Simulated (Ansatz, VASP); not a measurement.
Co in VASP and in Ansatz

```xyz
1
Lattice="2.3083 0.0000 0.0000 0.0000 2.3083 0.0000 0.0000 0.0000 2.3083" Properties=species:S:1:pos:R:3 pbc="T T T"
Co    0.0000    0.0000    0.0000
```

Alike in both runs: task single point; functional PBEsol; k mesh 16 × 16 × 16; occupations fermi-dirac, width 0.1 eV; no spin polarisation.

|  | VASP | Ansatz |
| --- | --- | --- |
| version | VASP 6.6.1 | Ansatz 0.2.0 |
| potentials or method | VASP PAW PBE potentials, release 64 (Co), cutoff 520 eV | plane waves (420 eV) with PAW, scalar-relativistic |
| valence electrons in the cell | 9 | 17 |

Ansatz gave:

- pressure (GPa): -13.3

Q: Which values does VASP return?

A: Pressure (GPa): -13.9.

VASP's potentials were made for PBE, not for PBEsol, and Ansatz warns of the same on its side. VASP's potentials hold 9 valence electrons a cell and Ansatz's 17, so a difference there can come from the potentials and not from the codes.
